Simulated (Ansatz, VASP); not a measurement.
## HgTe: VASP beside Ansatz

```
Hg Te
1.0
     3.79034    0.00000    0.00000
     0.00000    3.79034    0.00000
     0.00000    0.00000    3.79034
Hg Te
1 1
Cartesian
  0.0000 0.0000 0.0000
  1.8952 1.8952 1.8952
```

Alike in both runs: task single point; functional PBE; k mesh 4 × 4 × 4; occupations fermi-dirac, width 0.02 eV; non-collinear spin, spin-orbit coupling.

|  | VASP | Ansatz |
| --- | --- | --- |
| version | VASP 6.6.1 | Ansatz 0.2.0 |
| potentials or method | VASP PAW PBE potentials, release 64 (Hg, Te) | plane waves, PAW |
| plane-wave cutoff (eV) | 500 | 420 |
| valence electrons in the cell | 18 | 36 |

|  | VASP | Ansatz | Ansatz less VASP |
| --- | --- | --- | --- |
| net moment per atom (μB) | 0.00 | 0.00 | 0.000 |

The functional is the same, so the differences come from potentials, cutoffs and numerics. VASP's potentials hold 18 valence electrons a cell and Ansatz's 36, so a difference there can come from the potentials and not from the codes. Ansatz's warnings: optics on partly filled bands.

The k mesh is coarse, so the values compare programs but aren't converged.
